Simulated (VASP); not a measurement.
Set up this calculation in VASP 6.6.1, as the native input.

```yaml
Task: relaxation of cell and atoms
Functional: PBE
Potentials_or_basis: VASP PAW PBE potentials, release 64 (Al, Si)
Cutoff: 600 eV
k_mesh: 8 × 8 × 8
Occupations: gaussian, width 0.1 eV
Spin: no spin polarisation
Dipole_correction: no
Further_INCAR_settings: ALGO = Normal; EDIFF = 1e-06; IBRION = 2; EDIFFG = -0.01; NSW = 100; ISIF = 3
```

The structure of Al7Si lies in POSCAR:

```
Al7Si
1.0
    0.0000000000      4.0397224000      4.0397224000
    4.0397224000      0.0000000000      4.0397224000
    4.0397224000      4.0397224000      0.0000000000
Al Si
7 1
Direct
    0.0000000000      0.0000000000      0.5000000000
    0.0000000000      0.5000000000      0.0000000000
    0.0000000000      0.5000000000      0.5000000000
    0.5000000000      0.0000000000      0.0000000000
    0.5000000000      0.0000000000      0.5000000000
    0.5000000000      0.5000000000      0.0000000000
    0.5000000000      0.5000000000      0.5000000000
    0.0000000000      0.0000000000      0.0000000000
```

The input as run:

INCAR

```
PREC = Accurate
ENCUT = 600
EDIFF = 1E-6
ISMEAR = 0
SIGMA = 0.1
LREAL = False
LASPH = True
NELM = 100
ALGO = Normal
ISIF = 3
LWAVE = False
LCHARG = False
GGA = PE
IBRION = 2
NSW = 100
EDIFFG = -0.01
```

KPOINTS

```
regular mesh
0
Gamma
  8 8 8
```

Potentials or basis: VASP PAW PBE potentials, release 64 (Al, Si).

Run with:

```bash
$ cat potpaw_PBE.64/Al/POTCAR potpaw_PBE.64/Si/POTCAR > POTCAR
$ mpirun -np 1 vasp_std > vasp.out
```

It gave:

```yaml
Relaxed_volume: 16.21 Å³/atom
Relaxed_cell: a = 5.682 Å, b = 5.682 Å, c = 5.682 Å, α = 60.00°, β = 60.00°, γ = 60.00°
Space_group_after_relaxing_to_0.05_Å: Fm-3m (No. 225)
Energy_gained_by_relaxing: 1.0 meV/atom
Ionic_steps: 3
Pressure_after_relaxing: 0.0 GPa
```

Wall time 120 s on 1 thread of Intel(R) Xeon(R) Platinum 8259CL CPU @ 2.50GHz (Skylake/Cascade Lake), with other jobs on the host, peak memory 0.35 GiB.
